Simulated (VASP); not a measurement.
# Mg (P6_3/mmc) in VASP: further runs

Mg is run at these levels: PBEsol; tasks: single point, relaxation of volume and atoms at fixed shape.

All numbers are computed with VASP 6.6.1; they aren't measurements. Logs are shortened: lines on timing, memory, paths and dates and some standing lists are left out, and cuts for length are marked.

**1. The cell of the first run**

The structure is hexagonal, space group P6_3/mmc (No. 194). The conventional cell has a = 3.174 Å, b = 3.174 Å, c = 5.153 Å, α = 90.00°, β = 90.00°, γ = 120.00°. Within 4.2 Å of Mg (site symmetry -6m2) lie 12 Mg at 3.16 to 3.17 Å.

**2. Single point, PBEsol**

File INCAR:

```
  PREC = Accurate
  ENCUT = 520
  EDIFF = 1E-6
  ISMEAR = 0
  SIGMA = 0.05
  LREAL = F
  LASPH = T
  NELM = 80
  ALGO = Normal
  ISIF = 2
  LWAVE = F
  LCHARG = F
  GGA = PS
  NBANDS = 9
```

File KPOINTS:

```
regular mesh
0
Gamma
  9 9 5
```

File POSCAR:

```
Mg
1.0
    3.1737484293      0.0000000000      0.0000000000
   -1.5868742146      2.7485467650      0.0000000000
    0.0000000000      0.0000000000      5.1525823133
Mg
2
Direct
    0.3333333333      0.6666666667      0.2500000000
    0.6666666667      0.3333333333      0.7500000000
```

Potentials or basis: VASP PAW PBE potentials, release 64 (Mg).

Command:

```console
> cat potpaw_PBE.64/Mg/POTCAR > POTCAR
> mpirun -np 1 vasp_std > vasp.out
```

OUTCAR:

```text
PREC = Accurate
   ENCUT = 520
   EDIFF = 1E-6
   ISMEAR = 0
   LREAL = F
   LASPH = T
   NELM = 80
   ISIF = 2
   GGA = PS

 ion  position               nearest neighbor table
   1  0.333  0.667  0.250-   2 3.16   2 3.16   2 3.16   2 3.16   2 3.16   2 3.16
   2  0.667  0.333  0.750-   1 3.16   1 3.16   1 3.16   1 3.16   1 3.16   1 3.16

  LATTYP: Found a hexagonal cell.
 ALAT       =     3.1737484293
 C/A-ratio  =     1.6235005477

  Lattice vectors:

 A1 = (   3.1737484293,   0.0000000000,   0.0000000000)
 A2 = (  -1.5868742146,   2.7485467650,   0.0000000000)
 A3 = (   0.0000000000,   0.0000000000,   5.1525823133)

Analysis of symmetry for initial positions (statically):
=====================================================================
 Subroutine PRICEL returns:
 Original cell was already a primitive cell.

 Routine SETGRP: Setting up the symmetry group for a
 hexagonal supercell.

 Subroutine GETGRP returns: Found 24 space group operations
 (whereof 12 operations were pure point group operations)
 out of a pool of 24 trial point group operations.

The static configuration has the point symmetry D_3d.
 The point group associated with its full space group is D_6h.

Analysis of symmetry for dynamics (positions and initial velocities):
=====================================================================
 Subroutine PRICEL returns:
 Original cell was already a primitive cell.

 Routine SETGRP: Setting up the symmetry group for a
 hexagonal supercell.

 Subroutine GETGRP returns: Found 24 space group operations
 (whereof 12 operations were pure point group operations)
 out of a pool of 24 trial point group operations.

The dynamic configuration has the point symmetry D_3d.
 The point group associated with its full space group is D_6h.

 Subroutine INISYM returns: Found 24 space group operations
 (whereof 12 operations are pure point group operations),
 and found     1 'primitive' translations

----------------------------------------------------------------------------------------

                                     Primitive cell

  volume of cell :      44.9470

  direct lattice vectors                    reciprocal lattice vectors
     3.173748429  0.000000000  0.000000000     0.315084835  0.181914314  0.000000000
    -1.586874215  2.748546765  0.000000000     0.000000000  0.363828629  0.000000000
     0.000000000  0.000000000  5.152582313     0.000000000  0.000000000  0.194077443

  length of vectors
     3.173748429  3.173748429  5.152582313     0.363828629  0.363828629  0.194077443

  position of ions in fractional coordinates (direct lattice)
     0.333333333  0.666666667  0.250000000
     0.666666667  0.333333333  0.750000000

  ion indices of the primitive-cell ions
   primitive index   ion index
                 1           1
                 2           2

----------------------------------------------------------------------------------------

 KPOINTS: regular mesh

Automatic generation of k-mesh.
 Grid dimensions read from file:
 generate k-points for:    9    9    5

 Generating k-lattice:

  Cartesian coordinates                     Fractional coordinates (reciprocal lattice)
     0.035009426  0.020212702  0.000000000     0.111111111 -0.000000000  0.000000000
     0.000000000  0.040425403  0.000000000     0.000000000  0.111111111  0.000000000
     0.000000000  0.000000000  0.038815489     0.000000000  0.000000000  0.200000000

  Length of vectors
     0.040425403  0.040425403  0.038815489

  Shift w.r.t. Gamma in fractional coordinates (k-lattice)
     0.000000000  0.000000000  0.000000000

 Subroutine IBZKPT returns following result:
 ===========================================

 Found     36 irreducible k-points:

 Following reciprocal coordinates:
            Coordinates               Weight
  0.000000  0.000000  0.000000      1.000000
  0.111111 -0.000000  0.000000      6.000000
  0.222222  0.000000  0.000000      6.000000
  0.333333 -0.000000  0.000000      6.000000
  0.444444  0.000000  0.000000      6.000000
  0.111111  0.111111  0.000000      6.000000
[... 16 lines left out ...]
  0.333333  0.222222  0.200000     24.000000
  0.333333  0.333333  0.200000      4.000000
 [... further k-points ...]
   k-points           NKPTS =     36   k-points in BZ     NKDIM =     36   number of bands    NBANDS=      9
   number of dos      NEDOS =    301   number of ions     NIONS =      2
   total plane-waves  NPLWV =  23040
   dimension x,y,z NGX =    24 NGY =   24 NGZ =   40
   dimension x,y,z NGXF=    48 NGYF=   48 NGZF=   80
   ions per type =               2
   NGX,Y,Z   is equivalent  to a cutoff of  12.57, 12.57, 12.91 a.u.
   NGXF,Y,Z  is equivalent  to a cutoff of  25.14, 25.14, 25.81 a.u.
 SYSTEM =  unknown system
   PREC   = accura    normal or accurate (medium, high low for compatibility)
   ISTART =      0    job   : 0-new  1-cont  2-samecut
   ICHARG =      2    charge: 1-file 2-atom 10-const
   ISPIN  =      1    spin polarized calculation?
   LNONCOLLINEAR =      F non collinear calculations
   LSORBIT =      F    spin-orbit coupling
   LASPH  =      T    aspherical Exc in radial PAW
   ENCUT  =  520.0 eV  38.22 Ry    6.18 a.u.   5.90  5.90  9.58*2*pi/ulx,y,z
   NELM   =     80;   NELMIN=  2; NELMDL= -5     # of ELM steps
   EDIFF  = 0.1E-05   stopping-criterion for ELM
   LREAL  =      F    real-space projection
   EDIFFG = 0.1E-04   stopping-criterion for IOM
   NSW    =      0    number of steps for IOM
   IBRION =     -1    ionic relax: 0-MD 1-quasi-New 2-CG
   NFREE  =      0    steps in history (QN), initial steepest desc. (CG)
   ISIF   =      2    stress and relaxation
   ISYM   =      2    0-nonsym 1-usesym 2-fastsym
   POTIM  = 0.5000    time-step for ionic-motion
   TEBEG  =    0.0;   TEEND  =   0.0 temperature during run
   PSTRESS=    0.0 pullay stress
   NELECT =       4.0000    total number of electrons
   NUPDOWN=      -1.0000    fix difference up-down
   EMIN   =  10.00;   EMAX   =-10.00  energy-range for DOS
   EFERMI =   0.00;   METHOD = LEGACY
   ISMEAR =     0;   SIGMA  =   0.05  broadening in eV -4-tet -1-fermi 0-gaus
   EFERMI_NEDOS =   21; number of points for ismear=-14 and -15
   IALGO  =     38    algorithm
   IMIX   =      4    mixing-type and parameters
     AMIX     =   0.40;   BMIX     =  1.00
     AMIX_MAG =   1.60;   BMIX_MAG =  1.00
  volume/ion in A,a.u.               =      22.47       151.66
  Fermi-wavevector in a.u.,A,eV,Ry     =   0.730906  1.381211  7.268546  0.534223
  Thomas-Fermi vector in A             =   1.822991
   LORBIT       =      0    0 simple, 1 ext, 2 COOP (PROOUT), +10 PAW based schemes
   GGA     = PS    functional components
   LHFCALC =     F    Hartree Fock is set to
   AEXX    =    0.0000 exact exchange contribution
   IVDW    =     0    specifies the selected vdW correction
   LEPSILON=     F    determine dielectric tensor
   LRPA    =     F    only Hartree local field effects (RPA)
 non-spin polarized calculation
 Gauss-broadening in eV      SIGMA  =   0.05
  energy-cutoff  :      520.00
  volume of cell :       44.95
 maximum number of plane-waves:      1224
 NGX is ok and might be reduce to    24
   NGX = 11   NGY = 11   NGZ = 19

 number of electron       4.0000000 magnetization

 Free energy of the ion-electron system (eV)
  ---------------------------------------------------
  ext. energy  EPLUGINS =         0.00000000
  ---------------------------------------------------
  free energy    TOTEN  =        -3.44259360 eV

  energy without entropy =       -3.44173762  energy(sigma->0) =       -3.44216561

 E-fermi :   2.6553     XC(G=0):  -8.6007

 val. band max:        2.6479018095   @ k =   0.4444   0.0000   0.4000
 cond. band min:       2.7549659070   @ k =   0.4444   0.1111   0.4000
 fundamental gap:      0.1070640976
 Fermi energy:         2.6553452976

 k-point     1 :       0.0000    0.0000    0.0000
  band No.  band energies     occupation
      1      -4.3180      2.00000
      2       0.9833      2.00000
      3       1.4657      2.00000
      4      13.7519      0.00000
      5      13.7519      0.00000
      6      13.9132      0.00000
      7      13.9132      0.00000
      8      14.6447      0.00000
      9      16.3376      0.00000

 k-point     2 :       0.1111   -0.0000    0.0000
  band No.  band energies     occupation
      1      -4.0717      2.00000
      2       1.2079      2.00000
      3       1.7041      2.00000
      4      10.6082      0.00000
      5      12.1927      0.00000
      6      12.9707      0.00000
      7      15.3585      0.00000
      8      15.5013      0.00000
      9      15.7546      0.00000

 k-point     3 :       0.2222    0.0000    0.0000
  band No.  band energies     occupation
      1      -3.3366      2.00000
      2       1.8825      2.00000
      3       2.3989      2.00000
      4       7.3212      0.00000
      5      10.9619      0.00000
      6      11.2507      0.00000
      7      12.0719      0.00000
      8      13.5905      0.00000
      9      15.4924      0.00000

 k-point     4 :       0.3333   -0.0000    0.0000
  band No.  band energies     occupation
      1      -2.1244      2.00000
      2       3.0088      0.00000
      3       3.2913      0.00000
      4       4.6460      0.00000
      5       9.1393      0.00000
      6       9.3112      0.00000
      7      10.1432      0.00000
      8      11.9668      0.00000
      9      14.5601      0.00000

 k-point     5 :       0.4444    0.0000    0.0000
  band No.  band energies     occupation
      1      -0.4554      2.00000
      2       1.6245      2.00000
      3       4.5835      0.00000
      4       5.3320      0.00000
      5       6.6519      0.00000
      6       7.2498      0.00000
      7       9.7349      0.00000
      8      11.2342      0.00000
      9      14.0888      0.00000

 k-point     6 :       0.1111    0.1111    0.0000
  band No.  band energies     occupation
      1      -3.5810      2.00000
      2       1.6576      2.00000
      3       2.1719      2.00000
      4       8.8966      0.00000
      5       9.2746      0.00000
      6      13.5408      0.00000
      7      13.8632      0.00000
      8      14.2695      0.00000
      9      14.4431      0.00000
[... 169 lines left out ...]
 k-point    21 :       0.4444    0.1111    0.2000
  band No.  band energies     occupation
      1       0.8998      2.00000
      2       0.9453      2.00000
      3       4.1677      0.00000
      4       4.1709      0.00000
      5       7.0049      0.00000
      6       8.2599      0.00000
      7       9.1724      0.00000
      8      10.5674      0.00000
      9      13.6800      0.00000

 k-point    22 :       0.2222    0.2222    0.2000
  band No.  band energies     occupation
      1      -1.1849      2.00000
      2       2.0172      2.00000
      3       5.0143      0.00000
      4       5.0180      0.00000
      5       6.6240      0.00000
      6       8.4141      0.00000
      7       8.5938      0.00000
      8      12.5284      0.00000
      9      12.8544      0.00000

 k-point    23 :       0.3333    0.2222    0.2000
  band No.  band energies     occupation
      1       0.4636      2.00000
      2       2.4675      2.00000
      3       3.6769      0.00000
      4       4.6704      0.00000
      5       5.9070      0.00000
      6       7.6338      0.00000
      7       8.5800      0.00000
      8      10.3432      0.00000
      9      12.3106      0.00000

 k-point    24 :       0.3333    0.3333    0.2000
  band No.  band energies     occupation
      1       2.2600      2.00000
      2       2.3021      2.00000
      3       2.3021      2.00000
      4       5.4046      0.00000
      5       5.7677      0.00000
      6       5.7677      0.00000
      7       9.6585      0.00000
      8      10.3317      0.00000
      9      10.3317      0.00000

 [... further k-points ...]

------------------------ aborting loop because EDIFF is reached ----------------------------------------

  FORCE on cell =-STRESS in cart. coord.  units (eV):
  Direction    XX          YY          ZZ          XY          YZ          ZX
  --------------------------------------------------------------------------------------
  -------------------------------------------------------------------------------------
  Total       -0.0493594     -0.0493594      0.0701539     -0.0000000      0.0000000      0.0000000
  in kB       -1.7594612     -1.7594612      2.5007012     -0.0000000      0.0000000      0.0000000
  external PRESSURE =      -0.3394070 kB  Pullay stress =       0.0000000 kB

 VOLUME and BASIS-vectors are now :
 -----------------------------------------------------------------------------
  energy-cutoff  :      520.00
  volume of cell :       44.95
      direct lattice vectors                 reciprocal lattice vectors
     3.173748429  0.000000000  0.000000000     0.315084835  0.181914314  0.000000000
    -1.586874215  2.748546765  0.000000000     0.000000000  0.363828629  0.000000000
     0.000000000  0.000000000  5.152582313     0.000000000  0.000000000  0.194077443

 POSITION                                       TOTAL-FORCE (eV/Angst)
 -----------------------------------------------------------------------------------
     -0.00000      1.83236      1.28815        -0.000000      0.000000      0.000000
      1.58687      0.91618      3.86444         0.000000     -0.000000      0.000000
 -----------------------------------------------------------------------------------
    total drift:                                0.000000     -0.000000      0.000000

  FREE ENERGIE OF THE ION-ELECTRON SYSTEM (eV)
  ---------------------------------------------------
  free  energy   TOTEN  =        -3.4425935991 eV

  energy  without entropy=       -3.4417376226  energy(sigma->0) =       -3.44216561
```

Run time: 14 s. Hardware: 1 thread of AMD EPYC 7R43 (Zen 3), shared host; peak memory 0.12 GiB.

Results:

```yaml
Free_energy: -3.4426 eV
Pressure: 0.0 GPa
Band_gap_on_the_k_mesh: zero (band 2 reaches 3.69 eV, above the bottom of band 3 at 1.47 eV)
```

Caveat: the PAW data sets were made with another functional, which shifts forces and pressure a little.

**3. Relaxation of volume and atoms at fixed shape, PBEsol**

This run uses another cell than the first one, of 23.24 Å³/atom, 1.034 times its volume.

File INCAR:

```
SYSTEM = Mg
PREC = Accurate ; ENCUT = 600
EDIFF = 1E-6 ; ISMEAR = 0
SIGMA = 0.05 ; LREAL = .False.
LASPH = .True. ; NELM = 80
ALGO = Normal ; ISIF = 8
LWAVE = .False. ; LCHARG = .False.
GGA = PS ; IBRION = 2
NSW = 80 ; EDIFFG = -0.02
```

File KPOINTS:

```
Automatic mesh
0
Gamma
  9 9 5
  0 0 0
```

File POSCAR:

```
Mg
1.0
    3.2093000000      0.0000000000      0.0000000000
   -1.6046500000      2.7793350000      0.0000000000
    0.0000000000      0.0000000000      5.2103000000
Mg
2
Direct
    0.3333333333      0.6666666667      0.2500000000
    0.6666666667      0.3333333333      0.7500000000
```

Potentials or basis: VASP PAW PBE potentials, release 64 (Mg).

Command:

```console
> cat potpaw_PBE.64/Mg/POTCAR > POTCAR
> mpirun -np 1 vasp_std > vasp.out
```

It took 36 s on 1 thread of AMD EPYC 7R43 (Zen 3), shared host; peak memory 0.15 GiB.

Results (log left out):

* Free energy: -3.4428 eV
* Relaxed volume: 22.46 Å³/atom
* Relaxed cell: a = 3.173 Å, b = 3.173 Å, c = 5.151 Å, α = 90.00°, β = 90.00°, γ = 120.00°
* Space group after relaxing (to 0.05 Å): P6_3/mmc (No. 194)
* Energy gained by relaxing: 3.1 meV/atom
* Ionic steps: 3
* Pressure after relaxing: 0.0 GPa
* Band gap on the k mesh: zero (band 2 reaches 3.69 eV, above the bottom of band 3 at 1.47 eV)

Stress tensor (GPa, compression positive):
```
-0.15  0.00  0.00
 0.00 -0.15  0.00
 0.00  0.00  0.28
```

Step by step:
| step | energy change (eV) | largest force (eV/Å) | pressure (GPa) | volume (Å³) |
| --- | --- | --- | --- | --- |
| 1 | 0.0000 | 0.0000 | -1.23 | 46.47 |
| 2 | -0.0058 | 0.0000 | -0.32 | 45.28 |
| 3 | -0.0062 | 0.0000 | 0.00 | 44.91 |

Final structure:
```
Mg
1.0
     3.17290    0.00000    0.00000
    -1.58645    2.74781    0.00000
     0.00000    0.00000    5.15120
Mg
2
Direct
  0.33333 0.66667 0.25000
  0.66667 0.33333 0.75000
```

Levels at points of the mesh, in eV from the Fermi level:
| k point | band 1 | band 2 | band 3 | band 4 | band 5 | band 6 |
| --- | --- | --- | --- | --- | --- | --- |
| (0.00, 0.00, 0.00) | -6.98 | -1.67 | -1.19 | 11.10 | 11.10 | 11.26 |

Caveat: the PAW data sets were made with another functional, which shifts forces and pressure a little.
